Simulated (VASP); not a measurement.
Write the native input for VASP 6.6.1 that does the following.

```yaml
Task: single point
Functional: RPBE
Potentials_or_basis: VASP PAW PBE potentials, release 64 (La)
Cutoff: 520 eV
k_mesh: 11 × 11 × 11
Occupations: fermi-dirac, width 0.1 eV
Spin: no spin polarisation
Dipole_correction: no
Further_INCAR_settings: ALGO = Normal; EDIFF = 1e-06; NBANDS = 12
```

The structure of La lies in POSCAR:

```
La
1.0
    3.2930431527      0.0000000000      0.0000000000
    0.0000000000      3.2930431527      0.0000000000
    0.0000000000      0.0000000000      3.2930431527
La
1
Direct
    0.0000000000      0.0000000000      0.0000000000
```

This cell differs from its parent crystal: volume scaled by 0.92.

These files were run (other wordings do the same):

INCAR

```
  PREC = Accurate
  ENCUT = 520
  EDIFF = 1E-6
  ISMEAR = -1
  SIGMA = 0.1
  LREAL = False
  LASPH = True
  NELM = 100
  ALGO = Normal
  ISIF = 2
  LWAVE = False
  LCHARG = False
  GGA = RP
  NBANDS = 12
```

KPOINTS

```
Automatic mesh
0
Gamma
  11 11 11
```

Potentials or basis: VASP PAW PBE potentials, release 64 (La).

The run is started by

```bash
$ cat potpaw_PBE.64/La/POTCAR > POTCAR
$ mpirun -np 1 vasp_std > vasp.out
```

It gave:

| Quantity | Value |
| --- | --- |
| Pressure | 2.1 GPa |

Caveat: the PAW data sets were made with another functional, which shifts forces and pressure a little.

It took 27 s on 1 thread of Intel(R) Xeon(R) Platinum 8488C (Sapphire Rapids), on a shared host, peak memory 0.16 GiB.
